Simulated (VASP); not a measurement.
# Ir (Fm-3m) in VASP: a series of runs

Runs on Ir. Level: LDA. Tasks: single point.

All numbers are computed with VASP 6.6.1; they aren't measurements. Logs are shortened: lines on timing, memory, paths and dates and some standing lists are left out, and cuts for length are marked.

**1. The cell of the first run**

The structure is cubic, space group Fm-3m (No. 225). Conventional cell: a = 3.812 Å, b = 3.812 Å, c = 3.812 Å, α = 90.00°, β = 90.00°, γ = 90.00°. Within 3.6 Å of Ir (site symmetry m-3m) lie 12 Ir at 2.70 Å.

**2. Single point, LDA**

Input file INCAR:

```
PREC = Accurate
ENCUT = 520
EDIFF = 1E-7
ISMEAR = -1
SIGMA = 0.1
LREAL = F
LASPH = T
NELM = 60
ALGO = Normal
ISIF = 2
LWAVE = F
LCHARG = F
NBANDS = 10
```

Input file KPOINTS:

```
Automatic mesh
0
Gamma
  2 2 2
```

Input file POSCAR:

```
Ir
1.0
    0.0000000000      1.9060927672      1.9060927672
    1.9060927672      0.0000000000      1.9060927672
    1.9060927672      1.9060927672      0.0000000000
Ir
1
Direct
    0.0000000000      0.0000000000      0.0000000000
```

Potentials or basis: VASP PAW LDA potentials, release 64 (Ir).

Run with:

```
$ cat potpaw_LDA.64/Ir/POTCAR > POTCAR
$ mpirun -np 1 vasp_std > vasp.out
```

OUTCAR:

```text
PREC = Accurate
   ENCUT = 520
   EDIFF = 1E-7
   ISMEAR = -1
   LREAL = F
   LASPH = T
   NELM = 60
   ISIF = 2

 ion  position               nearest neighbor table
   1  0.000  0.000  0.000-

  LATTYP: Found a face centered cubic cell.
 ALAT       =     3.8121855344

  Lattice vectors:

 A1 = (   0.0000000000,   1.9060927672,   1.9060927672)
 A2 = (   1.9060927672,   0.0000000000,   1.9060927672)
 A3 = (   1.9060927672,   1.9060927672,   0.0000000000)

Analysis of symmetry for initial positions (statically):
=====================================================================
 Subroutine PRICEL returns:
 Original cell was already a primitive cell.

 Routine SETGRP: Setting up the symmetry group for a
 face centered cubic supercell.

 Subroutine GETGRP returns: Found 48 space group operations
 (whereof 48 operations were pure point group operations)
 out of a pool of 48 trial point group operations.

The static configuration has the point symmetry O_h .

Analysis of symmetry for dynamics (positions and initial velocities):
=====================================================================
 Subroutine PRICEL returns:
 Original cell was already a primitive cell.

 Routine SETGRP: Setting up the symmetry group for a
 face centered cubic supercell.

 Subroutine GETGRP returns: Found 48 space group operations
 (whereof 48 operations were pure point group operations)
 out of a pool of 48 trial point group operations.

The dynamic configuration has the point symmetry O_h .

 Subroutine INISYM returns: Found 48 space group operations
 (whereof 48 operations are pure point group operations),
 and found     1 'primitive' translations

----------------------------------------------------------------------------------------

                                     Primitive cell

  volume of cell :      13.8504

  direct lattice vectors                    reciprocal lattice vectors
     0.000000000  1.906092767  1.906092767    -0.262316719  0.262316719  0.262316719
     1.906092767  0.000000000  1.906092767     0.262316719 -0.262316719  0.262316719
     1.906092767  1.906092767  0.000000000     0.262316719  0.262316719 -0.262316719

  length of vectors
     2.695622243  2.695622243  2.695622243     0.454345884  0.454345884  0.454345884

  position of ions in fractional coordinates (direct lattice)
     0.000000000  0.000000000  0.000000000

  ion indices of the primitive-cell ions
   primitive index   ion index
                 1           1

----------------------------------------------------------------------------------------

 KPOINTS: Automatic mesh

Automatic generation of k-mesh.
 Grid dimensions read from file:
 generate k-points for:    2    2    2

 Generating k-lattice:

  Cartesian coordinates                     Fractional coordinates (reciprocal lattice)
    -0.131158359  0.131158359  0.131158359     0.500000000  0.000000000  0.000000000
     0.131158359 -0.131158359  0.131158359     0.000000000  0.500000000  0.000000000
     0.131158359  0.131158359 -0.131158359     0.000000000  0.000000000  0.500000000

  Length of vectors
     0.227172942  0.227172942  0.227172942

  Shift w.r.t. Gamma in fractional coordinates (k-lattice)
     0.000000000  0.000000000  0.000000000

 Subroutine IBZKPT returns following result:
 ===========================================

 Found      3 irreducible k-points:

 Following reciprocal coordinates:
            Coordinates               Weight
  0.000000  0.000000  0.000000      1.000000
  0.500000  0.000000  0.000000      4.000000
  0.500000  0.500000  0.000000      3.000000
   k-points           NKPTS =      3   k-points in BZ     NKDIM =      3   number of bands    NBANDS=     10
   number of dos      NEDOS =    301   number of ions     NIONS =      1
   total plane-waves  NPLWV =   8000
   dimension x,y,z NGX =    20 NGY =   20 NGZ =   20
   dimension x,y,z NGXF=    40 NGYF=   40 NGZF=   40
   ions per type =               1
   NGX,Y,Z   is equivalent  to a cutoff of  12.33, 12.33, 12.33 a.u.
   NGXF,Y,Z  is equivalent  to a cutoff of  24.67, 24.67, 24.67 a.u.
 SYSTEM =  unknown system
   PREC   = accura    normal or accurate (medium, high low for compatibility)
   ISTART =      0    job   : 0-new  1-cont  2-samecut
   ICHARG =      2    charge: 1-file 2-atom 10-const
   ISPIN  =      1    spin polarized calculation?
   LNONCOLLINEAR =      F non collinear calculations
   LSORBIT =      F    spin-orbit coupling
   LASPH  =      T    aspherical Exc in radial PAW
   ENCUT  =  520.0 eV  38.22 Ry    6.18 a.u.   5.01  5.01  5.01*2*pi/ulx,y,z
   NELM   =     60;   NELMIN=  2; NELMDL= -5     # of ELM steps
   EDIFF  = 0.1E-06   stopping-criterion for ELM
   LREAL  =      F    real-space projection
   EDIFFG = 0.1E-05   stopping-criterion for IOM
   NSW    =      0    number of steps for IOM
   IBRION =     -1    ionic relax: 0-MD 1-quasi-New 2-CG
   NFREE  =      0    steps in history (QN), initial steepest desc. (CG)
   ISIF   =      2    stress and relaxation
   ISYM   =      2    0-nonsym 1-usesym 2-fastsym
   POTIM  = 0.5000    time-step for ionic-motion
   TEBEG  =    0.0;   TEEND  =   0.0 temperature during run
   PSTRESS=    0.0 pullay stress
   NELECT =       9.0000    total number of electrons
   NUPDOWN=      -1.0000    fix difference up-down
   EMIN   =  10.00;   EMAX   =-10.00  energy-range for DOS
   EFERMI =   0.00;   METHOD = LEGACY
   ISMEAR =    -1;   SIGMA  =   0.10  broadening in eV -4-tet -1-fermi 0-gaus
   EFERMI_NEDOS =   21; number of points for ismear=-14 and -15
   IALGO  =     38    algorithm
   IMIX   =      4    mixing-type and parameters
     AMIX     =   0.40;   BMIX     =  1.00
     AMIX_MAG =   1.60;   BMIX_MAG =  1.00
  volume/ion in A,a.u.               =      13.85        93.47
  Fermi-wavevector in a.u.,A,eV,Ry     =   1.417974  2.679583 27.356562  2.010651
  Thomas-Fermi vector in A             =   2.539148
   LORBIT       =      0    0 simple, 1 ext, 2 COOP (PROOUT), +10 PAW based schemes
   GGA     = CA    functional components
   LHFCALC =     F    Hartree Fock is set to
   AEXX    =    0.0000 exact exchange contribution
   IVDW    =     0    specifies the selected vdW correction
   LEPSILON=     F    determine dielectric tensor
   LRPA    =     F    only Hartree local field effects (RPA)
 non-spin polarized calculation
  energy-cutoff  :      520.00
  volume of cell :       13.85
 maximum number of plane-waves:       388
 NGX is ok and might be reduce to    20
   NGX =  9   NGY =  9   NGZ =  9

 number of electron       9.0000000 magnetization

 Free energy of the ion-electron system (eV)
  ---------------------------------------------------
  ext. energy  EPLUGINS =         0.00000000
  ---------------------------------------------------
  free energy    TOTEN  =        -5.39538521 eV

  energy without entropy =       -5.20759141  energy(sigma->0) =       -5.30148831

 E-fermi :  12.0825     XC(G=0): -14.2375

 val. band max:       12.0476372177   @ k =   0.5000   0.5000   0.0000
 cond. band min:      12.3816256042   @ k =   0.5000   0.5000   0.0000
 fundamental gap:      0.3339883865
 Fermi energy:        12.0825071372

 k-point     1 :       0.0000    0.0000    0.0000
  band No.  band energies     occupation
      1      -0.6525      2.00000
      2       6.8179      2.00000
      3       6.8179      2.00000
      4       6.8179      2.00000
      5       9.8370      2.00000
      6       9.8370      2.00000
      7      24.7277      0.00000
      8      30.7290      0.00000
      9      30.7290      0.00000
     10      30.7290      0.00000

 k-point     2 :       0.5000    0.0000    0.0000
  band No.  band energies     occupation
      1       2.3802      2.00000
      2       6.7980      2.00000
      3       6.7980      2.00000
      4       9.9741      2.00000
      5      11.9714      1.50455
      6      11.9714      1.50454
      7      18.3910      0.00000
      8      24.4627      0.00000
      9      30.5771      0.00000
     10      30.5771      0.00000

 k-point     3 :       0.5000    0.5000    0.0000
  band No.  band energies     occupation
      1       2.7391      2.00000
      2       3.1604      2.00000
      3      12.0476      1.17260
      4      12.3816      0.09565
      5      12.5136      0.02648
      6      12.5136      0.02648
      7      21.7324      0.00000
      8      22.5250      0.00000
      9      22.5250      0.00000
     10      32.5434      0.00000

------------------------ aborting loop because EDIFF is reached ----------------------------------------

  FORCE on cell =-STRESS in cart. coord.  units (eV):
  Direction    XX          YY          ZZ          XY          YZ          ZX
  --------------------------------------------------------------------------------------
  -------------------------------------------------------------------------------------
  Total        7.2904429      7.2904429      7.2904429      0.0000000     -0.0000000      0.0000000
  in kB      843.3394192    843.3394192    843.3394192      0.0000000     -0.0000000      0.0000000
  external PRESSURE =     843.3394192 kB  Pullay stress =       0.0000000 kB

 VOLUME and BASIS-vectors are now :
 -----------------------------------------------------------------------------
  energy-cutoff  :      520.00
  volume of cell :       13.85
      direct lattice vectors                 reciprocal lattice vectors
     0.000000000  1.906092767  1.906092767    -0.262316719  0.262316719  0.262316719
     1.906092767  0.000000000  1.906092767     0.262316719 -0.262316719  0.262316719
     1.906092767  1.906092767  0.000000000     0.262316719  0.262316719 -0.262316719

 POSITION                                       TOTAL-FORCE (eV/Angst)
 -----------------------------------------------------------------------------------
      0.00000      0.00000      0.00000         0.000000      0.000000     -0.000000
 -----------------------------------------------------------------------------------
    total drift:                                0.000000      0.000000     -0.000000

  FREE ENERGIE OF THE ION-ELECTRON SYSTEM (eV)
  ---------------------------------------------------
  free  energy   TOTEN  =        -5.3953852131 eV

  energy  without entropy=       -5.2075914058  energy(sigma->0) =       -5.30148831
```

It took 2.4 s on 1 thread of Intel Xeon 6975P-C, shared host; peak memory 0.12 GiB.

Results:

```
Free energy : -5.3954 eV
Pressure    : 84.3 GPa
```

Caveat: the k points lie up to 1.43 Å⁻¹ apart; spin-orbit coupling is left out, which moves the levels of the heavy elements.

**3. Single point, LDA**

Input file INCAR:

```
  PREC = Accurate
  ENCUT = 520
  EDIFF = 1E-6
  ISMEAR = -1
  SIGMA = 0.1
  LREAL = F
  LASPH = T
  NELM = 60
  ALGO = Normal
  ISIF = 2
  LWAVE = F
  LCHARG = F
  NBANDS = 10
```

Input file KPOINTS:

```
regular mesh
0
Gamma
  4 4 4
```

POSCAR is that of step 2.

Potentials or basis: VASP PAW LDA potentials, release 64 (Ir).

Run with:

```
$ cat potpaw_LDA.64/Ir/POTCAR > POTCAR
$ mpirun -np 1 vasp_std > vasp.out
```

OUTCAR:

```text
PREC = Accurate
   ENCUT = 520
   EDIFF = 1E-6
   ISMEAR = -1
   LREAL = F
   LASPH = T
   NELM = 60
   ISIF = 2

 ion  position               nearest neighbor table
   1  0.000  0.000  0.000-

  LATTYP: Found a face centered cubic cell.
 ALAT       =     3.8121855344

  Lattice vectors:

 A1 = (   0.0000000000,   1.9060927672,   1.9060927672)
 A2 = (   1.9060927672,   0.0000000000,   1.9060927672)
 A3 = (   1.9060927672,   1.9060927672,   0.0000000000)
[... 262 lines left out ...]
      8      19.9190      0.00000
      9      24.2641      0.00000
     10      36.4990      0.00000

------------------------ aborting loop because EDIFF is reached ----------------------------------------

  FORCE on cell =-STRESS in cart. coord.  units (eV):
  Direction    XX          YY          ZZ          XY          YZ          ZX
  --------------------------------------------------------------------------------------
  -------------------------------------------------------------------------------------
  Total       -0.7196530     -0.7196530     -0.7196530     -0.0000000     -0.0000000      0.0000000
  in kB      -83.2475781    -83.2475781    -83.2475781     -0.0000000     -0.0000000      0.0000000
  external PRESSURE =     -83.2475781 kB  Pullay stress =       0.0000000 kB

 VOLUME and BASIS-vectors are now :
 -----------------------------------------------------------------------------
  energy-cutoff  :      520.00
  volume of cell :       13.85
      direct lattice vectors                 reciprocal lattice vectors
     0.000000000  1.906092767  1.906092767    -0.262316719  0.262316719  0.262316719
     1.906092767  0.000000000  1.906092767     0.262316719 -0.262316719  0.262316719
     1.906092767  1.906092767  0.000000000     0.262316719  0.262316719 -0.262316719

 POSITION                                       TOTAL-FORCE (eV/Angst)
 -----------------------------------------------------------------------------------
      0.00000      0.00000      0.00000         0.000000      0.000000      0.000000
 -----------------------------------------------------------------------------------
    total drift:                                0.000000      0.000000      0.000000

  FREE ENERGIE OF THE ION-ELECTRON SYSTEM (eV)
  ---------------------------------------------------
  free  energy   TOTEN  =       -10.8539797217 eV

  energy  without entropy=      -10.8407968209  energy(sigma->0) =      -10.84738827
```

It took 2.5 s on 1 thread of Intel Xeon 6975P-C, shared host; peak memory 0.12 GiB.

What came out:

```yaml
Free_energy: -10.8540 eV
Pressure: -8.3 GPa
```

Levels at points of the mesh, in eV from the Fermi level:
```csv
k point,band 2,band 3,band 4,band 5,band 6,band 7
"(0.00, 0.00, 0.00)",-3.72,-3.72,-3.72,-0.93,-0.93,14.65
"(0.50, 0.00, 0.00)",-3.83,-3.83,-0.43,1.24,1.24,7.80
"(0.50, 0.50, 0.00)",-7.27,1.22,1.84,1.84,2.08,11.13
```

Caveat: the k points lie up to 0.71 Å⁻¹ apart; spin-orbit coupling is left out, which moves the levels of the heavy elements.

**4. Single point, LDA**

Input file INCAR:

```
PREC = Accurate
ENCUT = 520
EDIFF = 1E-7
ISMEAR = -1
SIGMA = 0.1
LREAL = False
LASPH = True
NELM = 80
ALGO = Normal
ISIF = 2
LWAVE = False
LCHARG = False
NBANDS = 10
```

Input file KPOINTS:

```
Automatic mesh
0
Gamma
  5 5 5
```

POSCAR is that of step 3.

Run with:

```
$ cat potpaw_LDA.64/Ir/POTCAR > POTCAR
$ mpirun -np 1 vasp_std > vasp.out
```

Wall time 2.4 s (1 thread of Intel Xeon 6975P-C, shared host); peak memory 0.12 GiB.

Results (log left out):

```yaml
Free_energy: -10.0958 eV
Pressure: 7.4 GPa
```

Levels at points of the mesh, in eV from the Fermi level:
| k point | band 1 | band 2 | band 3 | band 4 | band 5 | band 6 | band 7 | band 8 |
| --- | --- | --- | --- | --- | --- | --- | --- | --- |
| (0.00, 0.00, 0.00) | -11.72 | -4.43 | -4.43 | -4.43 | -1.60 | -1.60 | 13.90 | 19.59 |

Caveat: the k points lie up to 0.57 Å⁻¹ apart; spin-orbit coupling is left out, which moves the levels of the heavy elements.

**5. Overview**

| k mesh | gap on the mesh (eV) | pressure (GPa) |
| --- | --- | --- |
| 2 × 2 × 2 | none | 84.3 |
| 4 × 4 × 4 | none | -8.3 |
| 5 × 5 × 5 | none | 7.4 |

Alike in all rows: task single point; level LDA; potentials or basis VASP PAW LDA potentials, release 64 (Ir); no spin polarisation; cell as given; cutoff (eV) 520; smearing fermi-dirac 0.1 eV.

Caveats: all runs use coarse meshes; spin-orbit coupling is left out, which moves the levels of the heavy elements.

Total energies depend on the potentials used, so only differences within one code and one set of settings carry meaning.
